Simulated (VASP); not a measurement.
# KMgF3 (P-4m2) in VASP: further runs

The runs below take KMgF3 through single point, relaxation of cell and atoms, with PBE.

Everything below comes from runs of VASP 6.6.1. Logs are shortened: lines on timing, memory, paths and dates and some standing lists are left out, and cuts for length are marked.

## 1. The cell of the first run

Symmetry: P-4m2, No. 115, tetragonal system. The conventional cell has a = 3.976 Å, b = 3.976 Å, c = 3.984 Å, α = 90.00°, β = 90.00°, γ = 90.00°. K (site symmetry -4m2) has 12 F at 2.58 to 3.07 Å and 8 Mg at 3.45 Å within 3.5 Å. Mg (site symmetry -4m2) has 6 F at 1.99 to 2.02 Å within 2.6 Å. Within 2.7 Å of F (site symmetry 2mm) lie 2 Mg at 2.02 Å and 2 K at 2.58 Å and 2 F at 2.58 Å. Within 2.6 Å of F (site symmetry -4m2) lie 2 Mg at 1.99 Å and 4 F at 2.58 Å.

## 2. Single point, PBE

The input, INCAR:

```
ALGO = Normal ; EDIFF = 1E-7
ENCUT = 520 ; GGA = PE
ISIF = 2 ; ISMEAR = 0
LASPH = True ; LCHARG = True
LELF = True ; LREAL = False
LVHAR = True ; LWAVE = False
NBANDS = 24 ; NELM = 100
PREC = Accurate ; SIGMA = 0.1
```

The input, KPOINTS:

```
k-points
0
Gamma
  4 4 4
```

The input, POSCAR:

```
KMgF3
1.0
    3.9757621000      0.0000000000      0.0000000000
    0.0000000000      3.9757621000      0.0000000000
    0.0000000000      0.0000000000      3.9838803400
K Mg F
1 1 3
Direct
    0.5000000000      0.5000000000      0.5000000000
    0.0000000000      0.0000000000      0.0000000000
    0.0000000000      0.5000000000      0.9120264400
    0.5000000000      0.0000000000      0.0879735600
    0.0000000000      0.0000000000      0.5000000000
```

Potentials or basis: VASP PAW PBE potentials, release 64 (K_sv, Mg, F).

The run is started by

```
$ cat potpaw_PBE.64/K_sv/POTCAR potpaw_PBE.64/Mg/POTCAR potpaw_PBE.64/F/POTCAR > POTCAR
$ mpirun -np 1 vasp_std > vasp.out
```

OUTCAR:

```text
EDIFF = 1E-7
   ENCUT = 520
   GGA = PE
   ISIF = 2
   ISMEAR = 0
   LASPH = True
   LREAL = False
   NELM = 100
   PREC = Accurate

 ion  position               nearest neighbor table
   1  0.500  0.500  0.500-   3 2.58   4 2.58   4 2.58   3 2.58   5 2.81   5 2.81   5 2.81   5 2.81
                             2 3.45   2 3.45   2 3.45   2 3.45   2 3.45   2 3.45   2 3.45   2 3.45
   2  0.000  0.000  0.000-   5 1.99   5 1.99   3 2.02   4 2.02   3 2.02   4 2.02   1 3.45   1 3.45
                             1 3.45   1 3.45   1 3.45   1 3.45   1 3.45   1 3.45
   3  0.000  0.500  0.912-   2 2.02   2 2.02   1 2.58   1 2.58
   4  0.500  0.000  0.088-   2 2.02   2 2.02   1 2.58   1 2.58
   5  0.000  0.000  0.500-   2 1.99   2 1.99   1 2.81   1 2.81   1 2.81   1 2.81

  LATTYP: Found a simple tetragonal cell.
 ALAT       =     3.9757621000
 C/A-ratio  =     1.0020419330

  Lattice vectors:

 A1 = (   3.9757621000,   0.0000000000,   0.0000000000)
 A2 = (   0.0000000000,   3.9757621000,   0.0000000000)
 A3 = (   0.0000000000,   0.0000000000,   3.9838803400)

Analysis of symmetry for initial positions (statically):
=====================================================================
 Subroutine PRICEL returns:
 Original cell was already a primitive cell.

 Routine SETGRP: Setting up the symmetry group for a
 simple tetragonal supercell.

 Subroutine GETGRP returns: Found  8 space group operations
 (whereof  8 operations were pure point group operations)
 out of a pool of 16 trial point group operations.

The static configuration has the point symmetry D_2d.

Analysis of symmetry for dynamics (positions and initial velocities):
=====================================================================
 Subroutine PRICEL returns:
 Original cell was already a primitive cell.

 Routine SETGRP: Setting up the symmetry group for a
 simple tetragonal supercell.

 Subroutine GETGRP returns: Found  8 space group operations
 (whereof  8 operations were pure point group operations)
 out of a pool of 16 trial point group operations.

The dynamic configuration has the point symmetry D_2d.

 Subroutine INISYM returns: Found  8 space group operations
 (whereof  8 operations are pure point group operations),
 and found     1 'primitive' translations

[... 92 lines left out ...]
   NELM   =    100;   NELMIN=  2; NELMDL= -5     # of ELM steps
   EDIFF  = 0.1E-06   stopping-criterion for ELM
   LREAL  =      F    real-space projection
   EDIFFG = 0.1E-05   stopping-criterion for IOM
   NSW    =      0    number of steps for IOM
   IBRION =     -1    ionic relax: 0-MD 1-quasi-New 2-CG
   NFREE  =      0    steps in history (QN), initial steepest desc. (CG)
   ISIF   =      2    stress and relaxation
   ISYM   =      2    0-nonsym 1-usesym 2-fastsym
   POTIM  = 0.5000    time-step for ionic-motion
   TEBEG  =    0.0;   TEEND  =   0.0 temperature during run
   PSTRESS=    0.0 pullay stress
   NELECT =      32.0000    total number of electrons
   NUPDOWN=      -1.0000    fix difference up-down
   EMIN   =  10.00;   EMAX   =-10.00  energy-range for DOS
   EFERMI =   0.00;   METHOD = LEGACY
   ISMEAR =     0;   SIGMA  =   0.10  broadening in eV -4-tet -1-fermi 0-gaus
   EFERMI_NEDOS =   21; number of points for ismear=-14 and -15
   IALGO  =     38    algorithm
   IMIX   =      4    mixing-type and parameters
     AMIX     =   0.40;   BMIX     =  1.00
     AMIX_MAG =   1.60;   BMIX_MAG =  1.00
  volume/ion in A,a.u.               =      12.59        84.99
  Fermi-wavevector in a.u.,A,eV,Ry     =   1.306399  2.468736 23.220765  1.706678
  Thomas-Fermi vector in A             =   2.437204
   LORBIT       =      0    0 simple, 1 ext, 2 COOP (PROOUT), +10 PAW based schemes
   GGA     = PE    functional components
   LHFCALC =     F    Hartree Fock is set to
   AEXX    =    0.0000 exact exchange contribution
   IVDW    =     0    specifies the selected vdW correction
   LEPSILON=     F    determine dielectric tensor
   LRPA    =     F    only Hartree local field effects (RPA)
 non-spin polarized calculation
 Gauss-broadening in eV      SIGMA  =   0.10
  energy-cutoff  :      520.00
  volume of cell :       62.97
 maximum number of plane-waves:      1743
 NGX is ok and might be reduce to    30
   NGX = 15   NGY = 15   NGZ = 15

 number of electron      31.9999965 magnetization

 Free energy of the ion-electron system (eV)
  ---------------------------------------------------
  ext. energy  EPLUGINS =         0.00000000
  ---------------------------------------------------
  free energy    TOTEN  =       -24.05720744 eV

  energy without entropy =      -24.05720744  energy(sigma->0) =      -24.05720744

 E-fermi :  -0.8874     XC(G=0):  -9.6966

 val. band max:       -1.4474885048   @ k =   0.5000   0.5000   0.5000
 cond. band min:       5.5991458121   @ k =   0.0000   0.0000   0.0000
 fundamental gap:      7.0466343169
 Fermi energy:        -0.8873892581

 k-point     1 :       0.0000    0.0000    0.0000
  band No.  band energies     occupation
      1     -27.0597      2.00000
      2     -21.6608      2.00000
      3     -21.0821      2.00000
      4     -20.8656      2.00000
      5     -10.5694      2.00000
      6     -10.5694      2.00000
[... 475 lines left out ...]
     23      13.0556      0.00000
     24      13.7080      0.00000

------------------------ aborting loop because EDIFF is reached ----------------------------------------

  FORCE on cell =-STRESS in cart. coord.  units (eV):
  Direction    XX          YY          ZZ          XY          YZ          ZX
  --------------------------------------------------------------------------------------
  -------------------------------------------------------------------------------------
  Total        1.8263577      1.8263577      2.1173477      0.0000000      0.0000000      0.0000000
  in kB       46.4675055     46.4675055     53.8710831      0.0000000      0.0000000      0.0000000
  external PRESSURE =      48.9353647 kB  Pullay stress =       0.0000000 kB

 VOLUME and BASIS-vectors are now :
 -----------------------------------------------------------------------------
  energy-cutoff  :      520.00
  volume of cell :       62.97
      direct lattice vectors                 reciprocal lattice vectors
     3.975762100  0.000000000  0.000000000     0.251524104  0.000000000  0.000000000
     0.000000000  3.975762100  0.000000000     0.000000000  0.251524104  0.000000000
     0.000000000  0.000000000  3.983880340     0.000000000  0.000000000  0.251011555

 POSITION                                       TOTAL-FORCE (eV/Angst)
 -----------------------------------------------------------------------------------
      1.98788      1.98788      1.99194        -0.000000     -0.000000      0.000000
      0.00000      0.00000      0.00000        -0.000000      0.000000      0.000000
      0.00000      1.98788      3.63340        -0.000000      0.000000      1.085415
      1.98788      0.00000      0.35048         0.000000      0.000000     -1.085415
      0.00000      0.00000      1.99194        -0.000000      0.000000      0.000000
 -----------------------------------------------------------------------------------
    total drift:                                0.000000     -0.000000      0.000000

  FREE ENERGIE OF THE ION-ELECTRON SYSTEM (eV)
  ---------------------------------------------------
  free  energy   TOTEN  =       -24.0572074406 eV

  energy  without entropy=      -24.0572074406  energy(sigma->0) =      -24.05720744
```

OSZICAR:

```text
N       E                     dE             d eps       ncg     rms          rms(c)
DAV:   1     0.221549467709E+03    0.22155E+03   -0.17448E+04   888   0.128E+03
DAV:   2    -0.144573395081E+02   -0.23601E+03   -0.22795E+03  1096   0.344E+02
DAV:   3    -0.259584153803E+02   -0.11501E+02   -0.11446E+02  1312   0.696E+01
DAV:   4    -0.263627491565E+02   -0.40433E+00   -0.40429E+00  1096   0.835E+00
DAV:   5    -0.263654116130E+02   -0.26625E-02   -0.26624E-02  1160   0.686E-01    0.928E+00
DAV:   6    -0.240641093946E+02    0.23013E+01   -0.74886E+00  1024   0.198E+01    0.438E+00
DAV:   7    -0.240557973607E+02    0.83120E-02   -0.23341E-01  1040   0.304E+00    0.261E+00
DAV:   8    -0.240566669606E+02   -0.86960E-03   -0.71590E-02  1048   0.249E+00    0.293E-01
DAV:   9    -0.240568181083E+02   -0.15115E-03   -0.13246E-02  1120   0.799E-01    0.155E-01
DAV:  10    -0.240572055215E+02   -0.38741E-03   -0.10505E-03  1176   0.208E-01    0.844E-02
DAV:  11    -0.240572044920E+02    0.10294E-05   -0.10549E-04  1064   0.955E-02    0.349E-02
DAV:  12    -0.240572074623E+02   -0.29702E-05   -0.14785E-05  1016   0.322E-02    0.988E-03
DAV:  13    -0.240572074353E+02    0.26987E-07   -0.41978E-06  1096   0.150E-02    0.193E-03
DAV:  14    -0.240572074406E+02   -0.53137E-08   -0.40157E-07   944   0.581E-03
   1 F= -.24057207E+02 E0= -.24057207E+02  d E =-.121271E-15
```

stdout:

```text
POSCAR found type information on POSCAR K MgF
 POSCAR found :  3 types and       5 ions
 scaLAPACK will be used
 LDA part: xc-table for (Slater+PW92), standard interpolation
 POSCAR, INCAR and KPOINTS ok, starting setup
 FFT: planning ... GRIDC
 FFT: planning ... GRID_SOFT
 FFT: planning ... GRID
 WAVECAR not read
 entering main loop
```

Wall time 52 s (1 thread of Intel Xeon 8259CL, shared host); peak memory 0.18 GiB.

Results:

```yaml
Free_energy: -24.0572 eV
Pressure: 4.9 GPa
Largest_force: 1.085 eV/Å
Band_gap_on_the_k_mesh: 7.05 eV (least direct gap 7.37 eV)
```

Forces in eV/Å, atoms in the order of the input:
```
K    0.000  0.000  0.000
Mg   0.000  0.000  0.000
F    0.000  0.000  1.085
F    0.000  0.000 -1.085
F    0.000  0.000  0.000
```

Caveat: the cell stands under pressure; forces of over 1 eV/Å act on the atoms, so gaps and moduli don't describe the material at rest.

## 3. Relaxation of cell and atoms, PBE

The input, INCAR:

```
PREC = Accurate
ENCUT = 600
EDIFF = 1E-6
ISMEAR = 0
SIGMA = 0.1
LREAL = False
LASPH = True
NELM = 80
ALGO = Normal
ISIF = 3
LWAVE = False
LCHARG = False
GGA = PE
IBRION = 2
NSW = 90
EDIFFG = -0.04
```

The input, KPOINTS:

```
Automatic mesh
0
Gamma
  4 4 4
```

POSCAR is that of step 2.

Potentials or basis: VASP PAW PBE potentials, release 64 (K_sv, Mg, F).

The run is started by

```
$ cat potpaw_PBE.64/K_sv/POTCAR potpaw_PBE.64/Mg/POTCAR potpaw_PBE.64/F/POTCAR > POTCAR
$ mpirun -np 1 vasp_std > vasp.out
```

OUTCAR:

```text
PREC = Accurate
   ENCUT = 600
   EDIFF = 1E-6
   ISMEAR = 0
   LREAL = False
   LASPH = True
   NELM = 80
   ISIF = 3
   GGA = PE
   IBRION = 2
   NSW = 90
   EDIFFG = -0.04

 ion  position               nearest neighbor table
   1  0.500  0.500  0.500-   3 2.58   4 2.58   4 2.58   3 2.58   5 2.81   5 2.81   5 2.81   5 2.81
                             2 3.45   2 3.45   2 3.45   2 3.45   2 3.45   2 3.45   2 3.45   2 3.45
   2  0.000  0.000  0.000-   5 1.99   5 1.99   3 2.02   4 2.02   3 2.02   4 2.02   1 3.45   1 3.45
                             1 3.45   1 3.45   1 3.45   1 3.45   1 3.45   1 3.45
   3  0.000  0.500  0.912-   2 2.02   2 2.02   1 2.58   1 2.58
   4  0.500  0.000  0.088-   2 2.02   2 2.02   1 2.58   1 2.58
   5  0.000  0.000  0.500-   2 1.99   2 1.99   1 2.81   1 2.81   1 2.81   1 2.81

  LATTYP: Found a simple tetragonal cell.
[... 191 lines left out ...]
  -------------------------------------------------------------------------------------
  Total        1.7817446      1.7817446      2.0693307      0.0000000      0.0000000      0.0000000
  in kB       45.3324280     45.3324280     52.6493982      0.0000000      0.0000000      0.0000000
  external PRESSURE =      47.7714181 kB  Pullay stress =       0.0000000 kB
[... 182 lines left out ...]
--------------------------------------- Ionic step        6  -------------------------------------------

 number of electron      32.0000042 magnetization

 Free energy of the ion-electron system (eV)
  ---------------------------------------------------
  ext. energy  EPLUGINS =         0.00000000
  ---------------------------------------------------
  free energy    TOTEN  =       -24.44848561 eV

  energy without entropy =      -24.44848561  energy(sigma->0) =      -24.44848561

 E-fermi :  -1.3562     XC(G=0):  -9.4581

 val. band max:       -1.8270980483   @ k =   0.5000   0.5000   0.5000
 cond. band min:       5.1384552585   @ k =   0.0000   0.0000   0.0000
 fundamental gap:      6.9655533067
 Fermi energy:        -1.3561929821

 k-point     1 :       0.0000    0.0000    0.0000
  band No.  band energies     occupation
      1     -27.5762      2.00000
      2     -21.8298      2.00000
      3     -21.2392      2.00000
      4     -21.2289      2.00000
      5     -11.0645      2.00000
      6     -11.0614      2.00000
[... 435 lines left out ...]
  FREE ENERGIE OF THE ION-ELECTRON SYSTEM (eV)
  ---------------------------------------------------
  free  energy   TOTEN  =       -24.4484856147 eV

  energy  without entropy=      -24.4484856147  energy(sigma->0) =      -24.44848561

 reached required accuracy - stopping structural energy minimisation
```

CONTCAR:

```text
KMgF3
   1.00000000000000
     4.0425568781185506    0.0000000000000000    0.0000000000000000
     0.0000000000000000    4.0425568781185506    0.0000000000000000
     0.0000000000000000   -0.0000000000000000    4.0569836347819992
  K               Mg              F
     1     1     3
Direct
     0.5000000000000000    0.5000000000000000    0.5000000000000000
     0.0000000000000000    1.0000000000000000    0.0000000000000000
     0.0000000000000000    0.5000000000000000    0.9996769273016505
     0.5000000000000000    1.0000000000000000    0.0003230726983495
     0.0000000000000000    1.0000000000000000    0.5000000000000000

  0.00000000E+00  0.00000000E+00  0.00000000E+00
  0.00000000E+00  0.00000000E+00  0.00000000E+00
  0.00000000E+00  0.00000000E+00  0.00000000E+00
  0.00000000E+00  0.00000000E+00  0.00000000E+00
  0.00000000E+00  0.00000000E+00  0.00000000E+00
```

It took 3.2 min on 1 thread of Intel Xeon 8259CL, shared host; peak memory 0.2 GiB.

What came out:

```
Free energy                           : -24.4485 eV
Relaxed volume                        : 13.26 Å³/atom
Relaxed cell                          : a = 4.043 Å, b = 4.043 Å, c = 4.057 Å, α = 90.00°, β = 90.00°, γ = 90.00°
Space group after relaxing (to 0.1 Å) : Pm-3m (No. 221)
Energy gained by relaxing             : 76.9 meV/atom
Ionic steps                           : 6
Pressure after relaxing               : -0.1 GPa
Band gap on the k mesh                : 6.97 eV (least direct gap 7.29 eV)
```

Forces on the atoms (eV/Å):
```
K    0.000  0.000  0.000
Mg   0.000  0.000  0.000
F    0.000  0.000  0.003
F    0.000  0.000 -0.003
F    0.000  0.000  0.000
```

Step by step:
```tsv
step	energy change (eV)	largest force (eV/Å)	pressure (GPa)	volume (Å³)
1	0.0000	1.0858	4.78	62.97
2	-0.1531	0.8105	0.33	66.46
3	-0.1945	0.6274	-2.56	69.49
4	-0.2717	0.4920	-1.71	68.28
5	-0.3722	0.1028	1.57	64.74
6	-0.3843	0.0028	-0.13	66.30
```

Final structure:
```
K Mg F
1.0
     4.04256    0.00000    0.00000
     0.00000    4.04256    0.00000
     0.00000    0.00000    4.05698
K Mg F
1 1 3
Cartesian
  2.0213 2.0213 2.0285
  0.0000 4.0426 0.0000
  0.0000 2.0213 4.0557
  2.0213 4.0426 0.0013
  0.0000 4.0426 2.0285
```
